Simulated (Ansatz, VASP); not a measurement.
**CdSe in VASP and in Ansatz**

```
Cd Se
1.0
     4.30000    0.00000    0.00000
    -2.15000    3.72391    0.00000
     0.00000    0.00000    7.02000
Cd Se
2 2
Direct
  0.33333 0.66667 0.00000
  0.66667 0.33333 0.50000
  0.33333 0.66667 0.38500
  0.66667 0.33333 0.88500
```

Alike in both runs: task single point; functional PBEsol; k mesh 6 × 6 × 4; no spin polarisation.

|  | VASP | Ansatz |
| --- | --- | --- |
| version | VASP 6.6.1 | Ansatz 0.2.0 |
| potentials or method | VASP PAW PBE potentials, release 64 (Cd, Se), cutoff 520 eV | plane waves, PAW |
| occupations | gaussian, width 0.01 eV | fixed |
| valence electrons in the cell | 36 | 72 |

```csv
,VASP,Ansatz,Ansatz less VASP
gap on the k mesh at the Fermi level (eV),0.58,0.58,-0.001
```

VASP's potentials were made for PBE, not for PBEsol. VASP's potentials hold 36 valence electrons a cell and Ansatz's 72, so a difference there can come from the potentials and not from the codes.
